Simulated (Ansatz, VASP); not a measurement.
**One calculation of TiAl3, two programs**

Contents of INCAR:

```
PREC     = Accurate       # precision mode
ENCUT    = 520            # plane-wave cutoff, eV
EDIFF    = 1E-6           # SCF threshold, eV
ISMEAR   = 0              # smearing method
SIGMA    = 0.15           # smearing width, eV
LREAL    = False          # projectors in reciprocal space
LASPH    = True           # aspherical terms in the spheres
NELM     = 100            # most SCF steps
ALGO     = Fast           # electronic algorithm
ISIF     = 2              # what is computed and relaxed
LWAVE    = False          # write WAVECAR
LCHARG   = False          # write CHGCAR
GGA      = PS             # functional
NBANDS   = 18             # bands
```

KPOINTS

```
Automatic mesh
0
Gamma
  18 10 10
```

Contents of POSCAR:

```
TiAl3
1.0
    2.7813912058      0.0000000000      0.0000000000
    0.0000000000      4.6710700323      0.0000000000
    0.0000000000      0.0000000000      4.8934030395
Ti Al
1 3
Direct
    0.1213421540      0.5000000000      0.1631682049
    0.5000000000      0.5000000000      0.6640465240
    0.5000000000      0.0000000000      0.3331101826
    0.0000000000      0.0000000000      0.8396740885
```

Input for Ansatz:

```yaml
crystal:
  lattice:
    - [2.7813912058, 0.0, 0.0]
    - [0.0, 4.6710700323, 0.0]
    - [0.0, 0.0, 4.8934030395]
  atoms:
    - { symbol: Ti, position: [0.121342154, 0.5, 0.1631682049] }
    - { symbol: Al, position: [0.5, 0.5, 0.664046524] }
    - { symbol: Al, position: [0.5, 0.0, 0.3331101826] }
    - { symbol: Al, position: [0.0, 0.0, 0.8396740885] }
basis:
  ecutwfc: 420
kpoints:
  mp_grid: { grid: [18, 10, 10] }
hamiltonian:
  xc: pbesol
scf:
  occupations: { method: gaussian, width: 0.15 }
output:
  forces: true
  stress: true
  eigenvalues: true
```

Alike in both runs: task single point; functional PBEsol; k mesh 18 × 10 × 10; occupations gaussian, width 0.15 eV; no spin polarisation.

|  | VASP | Ansatz |
| --- | --- | --- |
| version | VASP 6.6.1 | Ansatz 0.2.0 |
| potentials or method | VASP PAW PBE potentials, release 64 (Ti_sv, Al), cutoff 520 eV | scalar-relativistic, plane waves, PAW |
| valence electrons in the cell | 21 | 21 |

|  | VASP | Ansatz | Ansatz less VASP |
| --- | --- | --- | --- |
| gap on the k mesh at the Fermi level (eV) | none | none | - |
| pressure (GPa) | 1.2 | 1.2 | -0.01 |
| traceless stress, the component that is largest in VASP (GPa) | 1.96 | 1.96 | -0.001 |
| rms of the force components (eV/Å) | 0.546 | 0.546 | 0.0000 |

VASP's potentials were made for PBE, not for PBEsol. Atom by atom the forces differ by 0.000 eV/Å (rms over components). A gap of «none» marks a metal or a gap that the smearing closes. The functional is the same, so the differences come from potentials, cutoffs and numerics.
